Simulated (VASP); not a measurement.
# Rb3AlAs2 (P6/mmm) in VASP: a series of runs

The runs below take Rb3AlAs2 through single point, relaxation of cell and atoms, with PBE.

Program: VASP 6.6.1. These are calculated values, not measurements. Logs are shortened: lines on timing, memory, paths and dates and some standing lists are left out, and cuts for length are marked.

## Step 1: The cell of the first run

The structure is hexagonal, space group P6/mmm (No. 191). Conventional cell: a = 5.531 Å, b = 5.531 Å, c = 8.584 Å, α = 90.00°, β = 90.00°, γ = 120.00°. Rb (site symmetry -6m2) has 3 Al at 3.19 Å and 3 Rb at 3.19 Å and 6 As at 3.66 Å within 4.2 Å. Within 3.3 Å of Rb (site symmetry 6/mmm) lie 2 As at 2.49 Å. Al (site symmetry 6/mmm) has 2 As at 1.80 Å within 2.4 Å. Within 2.5 Å of As (site symmetry 6mm) lie 1 Al at 1.80 Å and 1 Rb at 2.49 Å.

The cell was generated, and may not be a known phase.

## Step 2: Single point, PBE

Contents of INCAR:

```
  PREC = Accurate
  ENCUT = 520
  EDIFF = 1E-6
  ISMEAR = 0
  SIGMA = 0.1
  LREAL = False
  LASPH = True
  NELM = 100
  ALGO = Normal
  ISIF = 2
  LWAVE = False
  LCHARG = False
  GGA = PE
  NBANDS = 29
```

Contents of KPOINTS:

```
Automatic mesh
0
Gamma
  6 6 2
```

Contents of POSCAR:

```
Rb3AlAs2
1.0
    5.5314446900      0.0000000000      0.0000000000
   -2.7657223400      4.7903716200      0.0000000000
    0.0000000000      0.0000000000      8.5836318600
Rb Al As
3 1 2
Direct
    0.3333333300      0.6666666700      0.5000000000
    0.6666666700      0.3333333300      0.5000000000
    0.0000000000      0.0000000000      0.0000000000
    0.0000000000      0.0000000000      0.5000000000
    0.0000000000      0.0000000000      0.7093403200
    0.0000000000      0.0000000000      0.2906596800
```

Potentials or basis: VASP PAW PBE potentials, release 64 (Rb_sv, Al, As).

Run with:

```bash
$ cat potpaw_PBE.64/Rb_sv/POTCAR potpaw_PBE.64/Al/POTCAR potpaw_PBE.64/As/POTCAR > POTCAR
$ mpirun -np 1 vasp_std > vasp.out
```

OUTCAR:

```text
PREC = Accurate
   ENCUT = 520
   EDIFF = 1E-6
   ISMEAR = 0
   LREAL = False
   LASPH = True
   NELM = 100
   ISIF = 2
   GGA = PE

 ion  position               nearest neighbor table
   1  0.333  0.667  0.500-   4 3.19   2 3.19   2 3.19   4 3.19   4 3.19   2 3.19   5 3.66   6 3.66
                             6 3.66   5 3.66   6 3.66   5 3.66   3 5.35   3 5.35   3 5.35   3 5.35
   2  0.667  0.333  0.500-   4 3.19   1 3.19   1 3.19   4 3.19   4 3.19   1 3.19   5 3.66   6 3.66
                             5 3.66   6 3.66   5 3.66   6 3.66   3 5.35   3 5.35   3 5.35   3 5.35
   3  0.000  0.000  0.000-   5 2.49   6 2.49   4 4.29   4 4.29   1 5.35   1 5.35   2 5.35   2 5.35
                             1 5.35   1 5.35   2 5.35   2 5.35   2 5.35   2 5.35   1 5.35   1 5.35
   4  0.000  0.000  0.500-   5 1.80   6 1.80   1 3.19   2 3.19   1 3.19   2 3.19   2 3.19   1 3.19
                             3 4.29   3 4.29
   5  0.000  0.000  0.709-   4 1.80   3 2.49   1 3.66   2 3.66   1 3.66   2 3.66   2 3.66   1 3.66

   6  0.000  0.000  0.291-   4 1.80   3 2.49   1 3.66   2 3.66   1 3.66   2 3.66   2 3.66   1 3.66

  LATTYP: Found a hexagonal cell.
 ALAT       =     5.5314446900
 C/A-ratio  =     1.5517884280

  Lattice vectors:

 A1 = (   5.5314446900,   0.0000000000,   0.0000000000)
 A2 = (  -2.7657223400,   4.7903716200,   0.0000000000)
 A3 = (   0.0000000000,   0.0000000000,   8.5836318600)

Analysis of symmetry for initial positions (statically):
=====================================================================
 Subroutine PRICEL returns:
 Original cell was already a primitive cell.

 Routine SETGRP: Setting up the symmetry group for a
 hexagonal supercell.

 Subroutine GETGRP returns: Found 24 space group operations
 (whereof 24 operations were pure point group operations)
 out of a pool of 24 trial point group operations.

The static configuration has the point symmetry D_6h.

Analysis of symmetry for dynamics (positions and initial velocities):
=====================================================================
 Subroutine PRICEL returns:
 Original cell was already a primitive cell.

 Routine SETGRP: Setting up the symmetry group for a
 hexagonal supercell.

 Subroutine GETGRP returns: Found 24 space group operations
 (whereof 24 operations were pure point group operations)
 out of a pool of 24 trial point group operations.

The dynamic configuration has the point symmetry D_6h.

 Subroutine INISYM returns: Found 24 space group operations
 (whereof 24 operations are pure point group operations),
 and found     1 'primitive' translations

----------------------------------------------------------------------------------------

                                     Primitive cell

  volume of cell :     227.4463

  direct lattice vectors                    reciprocal lattice vectors
     5.531444690  0.000000000  0.000000000     0.180784597  0.104376036  0.000000000
    -2.765722340  4.790371620  0.000000000     0.000000000  0.208752072  0.000000000
     0.000000000  0.000000000  8.583631860     0.000000000  0.000000000  0.116500802

  length of vectors
     5.531444690  5.531444686  8.583631860     0.208752072  0.208752072  0.116500802

  position of ions in fractional coordinates (direct lattice)
     0.333333330  0.666666670  0.500000000
     0.666666670  0.333333330  0.500000000
     0.000000000  0.000000000  0.000000000
     0.000000000  0.000000000  0.500000000
     0.000000000  0.000000000  0.709340320
     0.000000000  0.000000000  0.290659680

  ion indices of the primitive-cell ions
   primitive index   ion index
                 1           1
                 2           2
                 3           3
                 4           4
                 5           5
                 6           6

----------------------------------------------------------------------------------------

 KPOINTS: Automatic mesh

Automatic generation of k-mesh.
 Grid dimensions read from file:
 generate k-points for:    6    6    2

 Generating k-lattice:

  Cartesian coordinates                     Fractional coordinates (reciprocal lattice)
     0.030130766  0.017396006  0.000000000     0.166666667 -0.000000000  0.000000000
     0.000000000  0.034792012  0.000000000     0.000000000  0.166666667  0.000000000
     0.000000000  0.000000000  0.058250401     0.000000000  0.000000000  0.500000000

  Length of vectors
     0.034792012  0.034792012  0.058250401

  Shift w.r.t. Gamma in fractional coordinates (k-lattice)
     0.000000000  0.000000000  0.000000000

 Subroutine IBZKPT returns following result:
 ===========================================

 Found     14 irreducible k-points:

 Following reciprocal coordinates:
            Coordinates               Weight
  0.000000  0.000000  0.000000      1.000000
  0.166667  0.000000  0.000000      6.000000
  0.333333  0.000000  0.000000      6.000000
  0.500000  0.000000  0.000000      3.000000
  0.166667  0.166667  0.000000      6.000000
  0.333333  0.166667  0.000000     12.000000
  0.333333  0.333333  0.000000      2.000000
  0.000000  0.000000  0.500000      1.000000
  0.166667  0.000000  0.500000      6.000000
  0.333333  0.000000  0.500000      6.000000
  0.500000  0.000000  0.500000      3.000000
  0.166667  0.166667  0.500000      6.000000
  0.333333  0.166667  0.500000     12.000000
  0.333333  0.333333  0.500000      2.000000
   k-points           NKPTS =     14   k-points in BZ     NKDIM =     14   number of bands    NBANDS=     29
   number of dos      NEDOS =    301   number of ions     NIONS =      6
   total plane-waves  NPLWV = 112896
   dimension x,y,z NGX =    42 NGY =   42 NGZ =   64
   dimension x,y,z NGXF=    84 NGYF=   84 NGZF=  128
   ions per type =               3   1   2
   NGX,Y,Z   is equivalent  to a cutoff of  12.62, 12.62, 12.40 a.u.
   NGXF,Y,Z  is equivalent  to a cutoff of  25.25, 25.25, 24.79 a.u.
 SYSTEM =  unknown system
   PREC   = accura    normal or accurate (medium, high low for compatibility)
   ISTART =      0    job   : 0-new  1-cont  2-samecut
   ICHARG =      2    charge: 1-file 2-atom 10-const
   ISPIN  =      1    spin polarized calculation?
   LNONCOLLINEAR =      F non collinear calculations
   LSORBIT =      F    spin-orbit coupling
   LASPH  =      T    aspherical Exc in radial PAW
   ENCUT  =  520.0 eV  38.22 Ry    6.18 a.u.  10.28 10.28 15.96*2*pi/ulx,y,z
   NELM   =    100;   NELMIN=  2; NELMDL= -5     # of ELM steps
   EDIFF  = 0.1E-05   stopping-criterion for ELM
   LREAL  =      F    real-space projection
   EDIFFG = 0.1E-04   stopping-criterion for IOM
   NSW    =      0    number of steps for IOM
   IBRION =     -1    ionic relax: 0-MD 1-quasi-New 2-CG
   NFREE  =      0    steps in history (QN), initial steepest desc. (CG)
   ISIF   =      2    stress and relaxation
   ISYM   =      2    0-nonsym 1-usesym 2-fastsym
   POTIM  = 0.5000    time-step for ionic-motion
   TEBEG  =    0.0;   TEEND  =   0.0 temperature during run
   PSTRESS=    0.0 pullay stress
   NELECT =      40.0000    total number of electrons
   NUPDOWN=      -1.0000    fix difference up-down
   EMIN   =  10.00;   EMAX   =-10.00  energy-range for DOS
   EFERMI =   0.00;   METHOD = LEGACY
   ISMEAR =     0;   SIGMA  =   0.10  broadening in eV -4-tet -1-fermi 0-gaus
   EFERMI_NEDOS =   21; number of points for ismear=-14 and -15
   IALGO  =     38    algorithm
   IMIX   =      4    mixing-type and parameters
     AMIX     =   0.40;   BMIX     =  1.00
     AMIX_MAG =   1.60;   BMIX_MAG =  1.00
  volume/ion in A,a.u.               =      37.91       255.81
  Fermi-wavevector in a.u.,A,eV,Ry     =   0.917209  1.733275 11.446217  0.841273
  Thomas-Fermi vector in A             =   2.042152
   LORBIT       =      0    0 simple, 1 ext, 2 COOP (PROOUT), +10 PAW based schemes
   GGA     = PE    functional components
   LHFCALC =     F    Hartree Fock is set to
   AEXX    =    0.0000 exact exchange contribution
   IVDW    =     0    specifies the selected vdW correction
   LEPSILON=     F    determine dielectric tensor
   LRPA    =     F    only Hartree local field effects (RPA)
 non-spin polarized calculation
 Gauss-broadening in eV      SIGMA  =   0.10
  energy-cutoff  :      520.00
  volume of cell :      227.45
 maximum number of plane-waves:      6152
 NGX is ok and might be reduce to    42
   NGX = 21   NGY = 21   NGZ = 31

 number of electron      40.0000001 magnetization

 Free energy of the ion-electron system (eV)
  ---------------------------------------------------
  ext. energy  EPLUGINS =         0.00000000
  ---------------------------------------------------
  free energy    TOTEN  =        -7.20322369 eV

  energy without entropy =       -7.19928520  energy(sigma->0) =       -7.20125444

 E-fermi :   2.1301     XC(G=0):  -6.9456

 val. band max:        2.0852258508   @ k =   0.0000   0.0000   0.0000
 cond. band min:       2.4354176700   @ k =   0.1667   0.0000   0.0000
 fundamental gap:      0.3501918192
 Fermi energy:         2.1301194110

 k-point     1 :       0.0000    0.0000    0.0000
  band No.  band energies     occupation
      1     -26.8201      2.00000
      2     -26.4002      2.00000
      3     -25.7146      2.00000
      4     -11.5432      2.00000
      5     -11.5432      2.00000
      6     -11.4086      2.00000
[... 21 lines left out ...]
     28       5.6028      0.00000
     29       5.7205      0.00000

 k-point     2 :       0.1667    0.0000    0.0000
  band No.  band energies     occupation
      1     -26.7962      2.00000
      2     -26.4261      2.00000
      3     -25.7145      2.00000
      4     -11.5962      2.00000
      5     -11.5169      2.00000
      6     -11.3872      2.00000
[... 21 lines left out ...]
     28       5.4774      0.00000
     29       5.9787      0.00000

 k-point     3 :       0.3333    0.0000    0.0000
  band No.  band energies     occupation
      1     -26.7342      2.00000
      2     -26.4922      2.00000
      3     -25.7141      2.00000
      4     -11.6886      2.00000
      5     -11.5493      2.00000
      6     -11.3448      2.00000
[... 318 lines left out ...]
      5     -11.4107      2.00000
      6     -11.1647      2.00000
[... 21 lines left out ...]
     28       5.6780      0.00000
     29       6.2879      0.00000

 k-point    14 :       0.3333    0.3333    0.5000
  band No.  band energies     occupation
      1     -26.6146      2.00000
      2     -26.6146      2.00000
      3     -25.7139      2.00000
      4     -12.0960      2.00000
      5     -11.2581      2.00000
      6     -10.9462      2.00000
[... 21 lines left out ...]
     28       4.9274      0.00000
     29       6.3685      0.00000

------------------------ aborting loop because EDIFF is reached ----------------------------------------

  FORCE on cell =-STRESS in cart. coord.  units (eV):
  Direction    XX          YY          ZZ          XY          YZ          ZX
  --------------------------------------------------------------------------------------
  -------------------------------------------------------------------------------------
  Total        6.8902338      6.8902338     89.5577147      0.0000000      0.0000000      0.0000000
  in kB       48.5361898     48.5361898    630.8625137      0.0000001      0.0000000      0.0000000
  external PRESSURE =     242.6449644 kB  Pullay stress =       0.0000000 kB

 VOLUME and BASIS-vectors are now :
 -----------------------------------------------------------------------------
  energy-cutoff  :      520.00
  volume of cell :      227.45
      direct lattice vectors                 reciprocal lattice vectors
     5.531444690  0.000000000  0.000000000     0.180784597  0.104376036  0.000000000
    -2.765722340  4.790371620  0.000000000     0.000000000  0.208752072  0.000000000
     0.000000000  0.000000000  8.583631860     0.000000000  0.000000000  0.116500802

 POSITION                                       TOTAL-FORCE (eV/Angst)
 -----------------------------------------------------------------------------------
     -0.00000      3.19358      4.29182         0.000000     -0.000000     -0.000000
      2.76572      1.59679      4.29182        -0.000000     -0.000000      0.000000
      0.00000      0.00000      0.00000        -0.000000     -0.000000      0.000000
      0.00000      0.00000      4.29182        -0.000000     -0.000000      0.000000
      0.00000      0.00000      6.08872        -0.000000      0.000000     10.956692
      0.00000      0.00000      2.49492        -0.000000     -0.000000    -10.956692
 -----------------------------------------------------------------------------------
    total drift:                               -0.000000      0.000000      0.000000

  FREE ENERGIE OF THE ION-ELECTRON SYSTEM (eV)
  ---------------------------------------------------
  free  energy   TOTEN  =        -7.2032236877 eV

  energy  without entropy=       -7.1992851959  energy(sigma->0) =       -7.20125444
```

Run time: 72 s. Hardware: 1 thread of Intel Xeon 6975P-C (Granite Rapids), shared host; peak memory 0.37 GiB.

Results:

* Free energy: -7.2032 eV
* Pressure: 24.3 GPa
* Largest force: 10.957 eV/Å
* Band gap on the k mesh: 0.07 eV (least direct gap 0.25 eV)

Forces on the atoms (eV/Å):
```
Rb    0.000   0.000   0.000
Rb    0.000   0.000   0.000
Rb    0.000   0.000   0.000
Al    0.000   0.000   0.000
As    0.000   0.000  10.957
As    0.000   0.000 -10.957
```

Caveat: the stress differs along the axes, from 5 to 63 GPa; the smearing spreads over this small gap; semilocal functionals underestimate gaps, and a narrow one can read as zero; forces of over 1 eV/Å act on the atoms, so gaps and moduli don't describe the material at rest. A k mesh can miss the band edges.

## Step 3: Single point, PBE

This run uses another cell than the first one, of 63.44 Å³/atom.

Contents of INCAR:

```
PREC     = Accurate       # precision mode
ENCUT    = 520            # plane-wave cutoff, eV
EDIFF    = 1E-6           # SCF threshold, eV
ISMEAR   = 0              # smearing method
SIGMA    = 0.1            # smearing width, eV
LREAL    = F              # projectors in reciprocal space
LASPH    = T              # aspherical terms in the spheres
NELM     = 100            # most SCF steps
ALGO     = Normal         # electronic algorithm
ISIF     = 2              # what is computed and relaxed
LWAVE    = F              # write WAVECAR
LCHARG   = F              # write CHGCAR
GGA      = PE             # functional
NBANDS   = 29             # bands
```

KPOINTS is that of step 2.

Contents of POSCAR:

```
Rb3AlAs2
1.0
    6.3593959864     -0.0000000033      0.0000000000
   -3.1796979903      5.5073984786      0.0000000000
    0.0000000000      0.0000000000     10.8678895599
Rb Al As
3 1 2
Direct
    0.3333333333      0.6666666667      0.5000000000
    0.6666666667      0.3333333333      0.5000000000
    0.0000000000      0.0000000000      0.0000000000
    0.0000000000      0.0000000000      0.5000000000
    0.0000000000      0.0000000000      0.7055005040
    0.0000000000      0.0000000000      0.2944994960
```

Potentials or basis: VASP PAW PBE potentials, release 64 (Rb_sv, Al, As).

Run with:

```bash
$ cat potpaw_PBE.64/Rb_sv/POTCAR potpaw_PBE.64/Al/POTCAR potpaw_PBE.64/As/POTCAR > POTCAR
$ mpirun -np 1 vasp_std > vasp.out
```

Run time: 1.9 min. Hardware: 1 thread of Intel Xeon 6975P-C (Granite Rapids), shared host; peak memory 0.52 GiB.

The run converged. Its results:

* Free energy: -16.5855 eV
* Pressure: 0.3 GPa
* Largest force: 0.045 eV/Å
* Band gap on the k mesh: 0.70 eV (least direct gap 0.75 eV)

Forces on the atoms (eV/Å):
```
Rb   0.000  0.000  0.000
Rb   0.000  0.000  0.000
Rb   0.000  0.000  0.000
Al   0.000  0.000  0.000
As   0.000  0.000  0.045
As   0.000  0.000 -0.045
```

Stress tensor (GPa, compression positive):
```
0.17 0.00 0.00
0.00 0.17 0.00
0.00 0.00 0.42
```

Levels at points of the mesh, in eV from the valence-band top:
```
           k point  band 18  band 19  band 20  band 21  band 22  band 23
(0.00, 0.00, 0.00)    -0.92    -0.05    -0.05     0.70     2.08     2.81
(0.50, 0.00, 0.00)    -0.85    -0.35    -0.19     1.93     1.98     2.56
(0.00, 0.00, 0.50)    -0.94     0.00     0.00     1.16     1.50     2.65
(0.50, 0.00, 0.50)    -0.88    -0.32    -0.14     2.05     2.50     2.58
```

Caveat: semilocal functionals underestimate gaps, and a narrow one can read as zero.

(Part 1 of 2 ends here.)

The gap in the log of VASP goes by the Fermi energy; the results here count the filled bands.